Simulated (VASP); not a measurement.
# Ti3S2 (R32) in VASP: further runs

The runs below take Ti3S2 through single point, with PBEsol, PBE.

All numbers are computed with VASP 6.6.1; they aren't measurements. Logs are shortened: lines on timing, memory, paths and dates and some standing lists are left out, and cuts for length are marked.

## Step 1: The cell of the first run

It takes space group R32 (No. 155, trigonal). Conventional cell: a = 5.426 Å, b = 5.426 Å, c = 9.713 Å, α = 90.00°, β = 90.00°, γ = 120.00°. Ti (site symmetry 2) has 4 S at 2.42 to 2.44 Å and 6 Ti at 3.12 to 3.15 Å within 3.2 Å. Within 3.2 Å of S (site symmetry 3) lie 6 Ti at 2.42 to 2.44 Å and 3 S at 3.13 Å.

## Step 2: Single point, PBEsol

INCAR

```
  ALGO = Normal
  EDIFF = 1E-7
  ENCUT = 520
  GGA = PS
  ISIF = 2
  ISMEAR = -1
  LASPH = True
  LCHARG = True
  LELF = True
  LREAL = False
  LVHAR = True
  LWAVE = False
  NBANDS = 32
  NELM = 100
  PREC = Accurate
  SIGMA = 0.05
```

KPOINTS

```
k-points
0
Gamma
  6 6 6
```

POSCAR

```
Ti3S2
1.0
    2.7131139241      1.5664170544      3.2376184047
   -2.7131139241      1.5664170544      3.2376184047
    0.0000000000     -3.1328341088      3.2376184047
Ti S
3 2
Direct
    0.0000000000      0.3356550000      0.6643450000
    0.6643450000      0.0000000000      0.3356550000
    0.3356550000      0.6643450000      0.0000000000
    0.1678390000      0.1678390000      0.1678390000
    0.8321610000      0.8321610000      0.8321610000
```

Potentials or basis: VASP PAW PBE potentials, release 64 (Ti_sv, S).

Started as:

```
$ cat potpaw_PBE.64/Ti_sv/POTCAR potpaw_PBE.64/S/POTCAR > POTCAR
$ mpirun -np 1 vasp_std > vasp.out
```

OUTCAR:

```text
EDIFF = 1E-7
   ENCUT = 520
   GGA = PS
   ISIF = 2
   ISMEAR = -1
   LASPH = True
   LREAL = False
   NELM = 100
   PREC = Accurate

 ion  position               nearest neighbor table
   1  0.000  0.336  0.664-   4 2.42   5 2.42   4 2.44   5 2.44
   2  0.664  0.000  0.336-   5 2.42   4 2.42   5 2.44   4 2.44
   3  0.336  0.664  0.000-   4 2.42   5 2.42   4 2.44   5 2.44
   4  0.168  0.168  0.168-   3 2.42   1 2.42   2 2.42   1 2.44   2 2.44   3 2.44
   5  0.832  0.832  0.832-   3 2.42   2 2.42   1 2.42   2 2.44   1 2.44   3 2.44

  LATTYP: Found a trigonal (rhomboedric) cell.
 ALAT       =     4.5051994948
 COS(alpha) =     0.2746660548

  Lattice vectors:

 A1 = (   2.7131139241,   1.5664170544,   3.2376184047)
 A2 = (  -2.7131139241,   1.5664170544,   3.2376184047)
 A3 = (   0.0000000000,  -3.1328341088,   3.2376184047)

Analysis of symmetry for initial positions (statically):
=====================================================================
 Subroutine PRICEL returns:
 Original cell was already a primitive cell.

 Routine SETGRP: Setting up the symmetry group for a
 trigonal (rhombohedral) supercell.

 Subroutine GETGRP returns: Found  6 space group operations
 (whereof  6 operations were pure point group operations)
 out of a pool of 12 trial point group operations.

The static configuration has the point symmetry D_3 .

Analysis of symmetry for dynamics (positions and initial velocities):
=====================================================================
 Subroutine PRICEL returns:
 Original cell was already a primitive cell.

 Routine SETGRP: Setting up the symmetry group for a
 trigonal (rhombohedral) supercell.

 Subroutine GETGRP returns: Found  6 space group operations
 (whereof  6 operations were pure point group operations)
 out of a pool of 12 trial point group operations.

The dynamic configuration has the point symmetry D_3 .

 Subroutine INISYM returns: Found  6 space group operations
 (whereof  6 operations are pure point group operations),
 and found     1 'primitive' translations

----------------------------------------------------------------------------------------

                                     Primitive cell

  volume of cell :      82.5567

  direct lattice vectors                    reciprocal lattice vectors
     2.713113924  1.566417054  3.237618405     0.184290087  0.106399931  0.102956338
    -2.713113924  1.566417054  3.237618405    -0.184290087  0.106399931  0.102956338
     0.000000000 -3.132834109  3.237618405     0.000000000 -0.212799862  0.102956338

  length of vectors
     4.505199495  4.505199495  4.505199495     0.236397523  0.236397523  0.236397523

  position of ions in fractional coordinates (direct lattice)
     0.000000000  0.335655000  0.664345000
     0.664345000  0.000000000  0.335655000
     0.335655000  0.664345000  0.000000000
     0.167839000  0.167839000  0.167839000
     0.832161000  0.832161000  0.832161000

  ion indices of the primitive-cell ions
   primitive index   ion index
                 1           1
                 2           2
                 3           3
                 4           4
                 5           5

----------------------------------------------------------------------------------------

 KPOINTS: k-points

Automatic generation of k-mesh.
 Grid dimensions read from file:
 generate k-points for:    6    6    6

 Generating k-lattice:

  Cartesian coordinates                     Fractional coordinates (reciprocal lattice)
     0.030715014  0.017733322  0.017159390     0.166666667  0.000000000  0.000000000
    -0.030715014  0.017733322  0.017159390     0.000000000  0.166666667  0.000000000
     0.000000000 -0.035466644  0.017159390     0.000000000  0.000000000  0.166666667

  Length of vectors
     0.039399587  0.039399587  0.039399587

  Shift w.r.t. Gamma in fractional coordinates (k-lattice)
     0.000000000  0.000000000  0.000000000

 Subroutine IBZKPT returns following result:
 ===========================================

 Found     32 irreducible k-points:

 Following reciprocal coordinates:
            Coordinates               Weight
  0.000000  0.000000  0.000000      1.000000
  0.166667  0.000000  0.000000      6.000000
  0.333333 -0.000000  0.000000      6.000000
  0.500000  0.000000  0.000000      3.000000
  0.166667  0.166667  0.000000      6.000000
  0.333333  0.166667  0.000000     12.000000
[... 16 lines left out ...]
  0.500000  0.500000  0.166667      6.000000
 -0.333333  0.500000  0.166667     12.000000
 [... further k-points ...]
   k-points           NKPTS =     32   k-points in BZ     NKDIM =     32   number of bands    NBANDS=     32
   number of dos      NEDOS =    301   number of ions     NIONS =      5
   total plane-waves  NPLWV =  46656
   dimension x,y,z NGX =    36 NGY =   36 NGZ =   36
   dimension x,y,z NGXF=    72 NGYF=   72 NGZF=   72
   ions per type =               3   2
   NGX,Y,Z   is equivalent  to a cutoff of  13.28, 13.28, 13.28 a.u.
   NGXF,Y,Z  is equivalent  to a cutoff of  26.57, 26.57, 26.57 a.u.
 SYSTEM =  unknown system
   PREC   = accura    normal or accurate (medium, high low for compatibility)
   ISTART =      0    job   : 0-new  1-cont  2-samecut
   ICHARG =      2    charge: 1-file 2-atom 10-const
   ISPIN  =      1    spin polarized calculation?
   LNONCOLLINEAR =      F non collinear calculations
   LSORBIT =      F    spin-orbit coupling
   LASPH  =      T    aspherical Exc in radial PAW
   ENCUT  =  520.0 eV  38.22 Ry    6.18 a.u.   8.38  8.38  8.38*2*pi/ulx,y,z
   NELM   =    100;   NELMIN=  2; NELMDL= -5     # of ELM steps
   EDIFF  = 0.1E-06   stopping-criterion for ELM
   LREAL  =      F    real-space projection
   EDIFFG = 0.1E-05   stopping-criterion for IOM
   NSW    =      0    number of steps for IOM
   IBRION =     -1    ionic relax: 0-MD 1-quasi-New 2-CG
   NFREE  =      0    steps in history (QN), initial steepest desc. (CG)
   ISIF   =      2    stress and relaxation
   ISYM   =      2    0-nonsym 1-usesym 2-fastsym
   POTIM  = 0.5000    time-step for ionic-motion
   TEBEG  =    0.0;   TEEND  =   0.0 temperature during run
   PSTRESS=    0.0 pullay stress
   NELECT =      48.0000    total number of electrons
   NUPDOWN=      -1.0000    fix difference up-down
   EMIN   =  10.00;   EMAX   =-10.00  energy-range for DOS
   EFERMI =   0.00;   METHOD = LEGACY
   ISMEAR =    -1;   SIGMA  =   0.05  broadening in eV -4-tet -1-fermi 0-gaus
   EFERMI_NEDOS =   21; number of points for ismear=-14 and -15
   IALGO  =     38    algorithm
   IMIX   =      4    mixing-type and parameters
     AMIX     =   0.40;   BMIX     =  1.00
     AMIX_MAG =   1.60;   BMIX_MAG =  1.00
  volume/ion in A,a.u.               =      16.51       111.42
  Fermi-wavevector in a.u.,A,eV,Ry     =   1.366379  2.582082 25.401957  1.866991
  Thomas-Fermi vector in A             =   2.492525
   LORBIT       =      0    0 simple, 1 ext, 2 COOP (PROOUT), +10 PAW based schemes
   GGA     = PS    functional components
   LHFCALC =     F    Hartree Fock is set to
   AEXX    =    0.0000 exact exchange contribution
   IVDW    =     0    specifies the selected vdW correction
   LEPSILON=     F    determine dielectric tensor
   LRPA    =     F    only Hartree local field effects (RPA)
 non-spin polarized calculation
  energy-cutoff  :      520.00
  volume of cell :       82.56
 maximum number of plane-waves:      2238
 NGX is ok and might be reduce to    36
   NGX = 17   NGY = 17   NGZ = 17

 number of electron      47.9999995 magnetization

 Free energy of the ion-electron system (eV)
  ---------------------------------------------------
  ext. energy  EPLUGINS =         0.00000000
  ---------------------------------------------------
  free energy    TOTEN  =       -39.04665316 eV

  energy without entropy =      -39.02722573  energy(sigma->0) =      -39.03693944

 E-fermi :   8.4244     XC(G=0): -11.3760

 val. band max:        8.4134339301   @ k =   0.0000   0.0000   0.0000
 cond. band min:       8.4585183063   @ k =   0.5000   0.1667   0.1667
 fundamental gap:      0.0450843762
 Fermi energy:         8.4244370647

 k-point     1 :       0.0000    0.0000    0.0000
  band No.  band energies     occupation
      1     -48.3296      2.00000
      2     -48.2796      2.00000
      3     -48.2796      2.00000
      4     -24.7922      2.00000
      5     -24.7922      2.00000
      6     -24.7442      2.00000
[... 24 lines left out ...]
     31      10.8648      0.00000
     32      11.2491      0.00000

 k-point     2 :       0.1667    0.0000    0.0000
  band No.  band energies     occupation
      1     -48.3259      2.00000
      2     -48.2835      2.00000
      3     -48.2792      2.00000
      4     -24.8140      2.00000
      5     -24.7724      2.00000
      6     -24.7685      2.00000
[... 24 lines left out ...]
     31      11.0798      0.00000
     32      11.1515      0.00000

 k-point     3 :       0.3333   -0.0000    0.0000
  band No.  band energies     occupation
      1     -48.3163      2.00000
      2     -48.2919      2.00000
      3     -48.2803      2.00000
      4     -24.8310      2.00000
      5     -24.7903      2.00000
      6     -24.7579      2.00000
[... 24 lines left out ...]
     31      11.0006      0.00000
     32      11.1485      0.00000

 k-point     4 :       0.5000    0.0000    0.0000
  band No.  band energies     occupation
      1     -48.3040      2.00000
      2     -48.3035      2.00000
      3     -48.2809      2.00000
      4     -24.8375      2.00000
      5     -24.7988      2.00000
      6     -24.7462      2.00000
[... 654 lines left out ...]
     31      10.9072      0.00000
     32      11.0090      0.00000

 k-point    23 :       0.5000    0.5000    0.1667
  band No.  band energies     occupation
      1     -48.3063      2.00000
      2     -48.2919      2.00000
      3     -48.2897      2.00000
      4     -24.8684      2.00000
      5     -24.8187      2.00000
      6     -24.7803      2.00000
[... 24 lines left out ...]
     31      10.7461      0.00000
     32      10.9015      0.00000

 k-point    24 :      -0.3333    0.5000    0.1667
  band No.  band energies     occupation
      1     -48.2985      2.00000
      2     -48.2956      2.00000
      3     -48.2939      2.00000
      4     -24.8684      2.00000
      5     -24.8076      2.00000
      6     -24.7603      2.00000
[... 24 lines left out ...]
     31      10.8016      0.00000
     32      11.0377      0.00000

 [... further k-points ...]

------------------------ aborting loop because EDIFF is reached ----------------------------------------

  FORCE on cell =-STRESS in cart. coord.  units (eV):
  Direction    XX          YY          ZZ          XY          YZ          ZX
  --------------------------------------------------------------------------------------
  -------------------------------------------------------------------------------------
  Total       -2.0949508     -2.0949508     -2.4229978      0.0000000      0.0000000     -0.0000000
  in kB      -40.6566950    -40.6566950    -47.0231011      0.0000000      0.0000000     -0.0000000
  external PRESSURE =     -42.7788304 kB  Pullay stress =       0.0000000 kB

 VOLUME and BASIS-vectors are now :
 -----------------------------------------------------------------------------
  energy-cutoff  :      520.00
  volume of cell :       82.56
      direct lattice vectors                 reciprocal lattice vectors
     2.713113924  1.566417054  3.237618405     0.184290087  0.106399931  0.102956338
    -2.713113924  1.566417054  3.237618405    -0.184290087  0.106399931  0.102956338
     0.000000000 -3.132834109  3.237618405     0.000000000 -0.212799862  0.102956338

 POSITION                                       TOTAL-FORCE (eV/Angst)
 -----------------------------------------------------------------------------------
     -0.91067     -1.55551      3.23762         0.017907     -0.031016     -0.000000
      1.80244     -0.01091      3.23762         0.017907      0.031016     -0.000000
     -0.89177      1.56642      3.23762        -0.035814     -0.000000     -0.000000
      0.00000      0.00000      1.63020        -0.000000     -0.000000      0.026761
      0.00000      0.00000      8.08266        -0.000000     -0.000000     -0.026761
 -----------------------------------------------------------------------------------
    total drift:                                0.000000      0.000000     -0.000000

  FREE ENERGIE OF THE ION-ELECTRON SYSTEM (eV)
  ---------------------------------------------------
  free  energy   TOTEN  =       -39.0466531577 eV

  energy  without entropy=      -39.0272257252  energy(sigma->0) =      -39.03693944
```

It took 74 s on 1 thread of Intel Xeon Platinum 8488C (Sapphire Rapids), shared host; peak memory 0.23 GiB.

What came out:

```
Free energy            : -39.0467 eV
Pressure               : -4.3 GPa
Largest force          : 0.036 eV/Å
Band gap on the k mesh : zero (band 24 reaches 8.49 eV, above the bottom of band 25 at 8.27 eV)
```

Forces in eV/Å, atoms in the order of the input:
```
Ti   0.018 -0.031  0.000
Ti   0.018  0.031  0.000
Ti  -0.036  0.000  0.000
S    0.000  0.000  0.027
S    0.000  0.000 -0.027
```

Stress tensor (GPa, compression positive):
```
-4.07  0.00  0.00
 0.00 -4.07  0.00
 0.00  0.00 -4.70
```

Levels at points of the mesh, in eV from the Fermi level:
```csv
k point,band 20,band 21,band 22,band 23,band 24,band 25,band 26,band 27,band 28,band 29
"(0.00, 0.00, 0.00)",-3.90,-2.14,-1.41,-0.01,-0.01,0.57,0.57,1.78,1.78,1.94
"(0.50, 0.00, 0.00)",-3.27,-0.92,-0.89,-0.67,-0.44,-0.15,0.83,1.29,1.38,1.84
"(0.50, 0.50, 0.00)",-3.37,-1.45,-1.03,-0.69,-0.21,0.10,0.67,1.36,1.54,1.54
"(0.50, 0.50, 0.50)",-4.10,-0.82,-0.17,-0.17,-0.05,0.31,0.31,0.82,0.82,1.90
```

Caveat: the PAW data sets were made with another functional, which shifts forces and pressure a little.

## Step 3: Single point, PBE

INCAR

```
ALGO = Normal
EDIFF = 1E-7
ENCUT = 520
GGA = PE
ISIF = 2
ISMEAR = 1
LASPH = T
LCHARG = T
LELF = T
LREAL = F
LVHAR = T
LWAVE = F
NBANDS = 32
NELM = 100
PREC = Accurate
SIGMA = 0.05
```

KPOINTS

```
k-points
0
Gamma
  5 5 5
```

POSCAR is that of step 2.

Potentials or basis: VASP PAW PBE potentials, release 64 (Ti_sv, S).

Started as:

```
$ cat potpaw_PBE.64/Ti_sv/POTCAR potpaw_PBE.64/S/POTCAR > POTCAR
$ mpirun -np 1 vasp_std > vasp.out
```

It took 37 s on 1 thread of Intel Xeon Platinum 8488C (Sapphire Rapids), shared host; peak memory 0.21 GiB.

Results (log left out):

```yaml
Free_energy: -36.5010 eV
Pressure: 0.4 GPa
Largest_force: 0.057 eV/Å
Band_gap_on_the_k_mesh: zero (band 24 reaches 8.57 eV, above the bottom of band 25 at 8.43 eV)
```

Forces on the atoms (eV/Å):
```
Ti  -0.017  0.030  0.000
Ti  -0.017 -0.030  0.000
Ti   0.034  0.000  0.000
S    0.000  0.000  0.057
S    0.000  0.000 -0.057
```

Stress tensor (GPa, compression positive):
```
0.46 0.00 0.00
0.00 0.46 0.00
0.00 0.00 0.27
```

Levels at points of the mesh, in eV from the Fermi level:
| k point | band 22 | band 23 | band 24 | band 25 | band 26 | band 27 |
| --- | --- | --- | --- | --- | --- | --- |
| (0.00, 0.00, 0.00) | -1.37 | 0.02 | 0.02 | 0.61 | 0.61 | 1.82 |

## Step 4: Single point, PBE

INCAR

```
SYSTEM = Ti3S2
  PREC = Accurate
  ENCUT = 520
  EDIFF = 1E-6
  ISMEAR = 1
  SIGMA = 0.05
  LREAL = .False.
  LASPH = .True.
  NELM = 80
  ALGO = Normal
  ISIF = 2
  LWAVE = .False.
  LCHARG = .False.
  GGA = PE
  NBANDS = 32
```

KPOINTS

```
Automatic mesh
0
Gamma
  5 5 5
  0 0 0
```

POSCAR is that of step 3.

Started as:

```
$ cat potpaw_PBE.64/Ti_sv/POTCAR potpaw_PBE.64/S/POTCAR > POTCAR
$ mpirun -np 1 vasp_std > vasp.out
```

Wall time 36 s (1 thread of Intel Xeon Platinum 8488C (Sapphire Rapids), shared host); peak memory 0.21 GiB.

The run converged. Its results:

| Quantity | Value |
| --- | --- |
| Free energy | -36.5010 eV |
| Pressure | 0.4 GPa |
| Largest force | 0.056 eV/Å |
| Band gap on the k mesh | zero (band 24 reaches 8.57 eV, above the bottom of band 25 at 8.43 eV) |

Forces on the atoms (eV/Å):
```
Ti  -0.017  0.029  0.000
Ti  -0.017 -0.029  0.000
Ti   0.034  0.000  0.000
S    0.000  0.000  0.056
S    0.000  0.000 -0.056
```

Stress tensor (GPa, compression positive):
```
0.47 0.00 0.00
0.00 0.47 0.00
0.00 0.00 0.28
```

Levels at points of the mesh, in eV from the Fermi level:
```csv
k point,band 21,band 22,band 23,band 24,band 25,band 26,band 27,band 28
"(0.00, 0.00, 0.00)",-2.10,-1.37,0.02,0.02,0.61,0.61,1.82,1.82
```
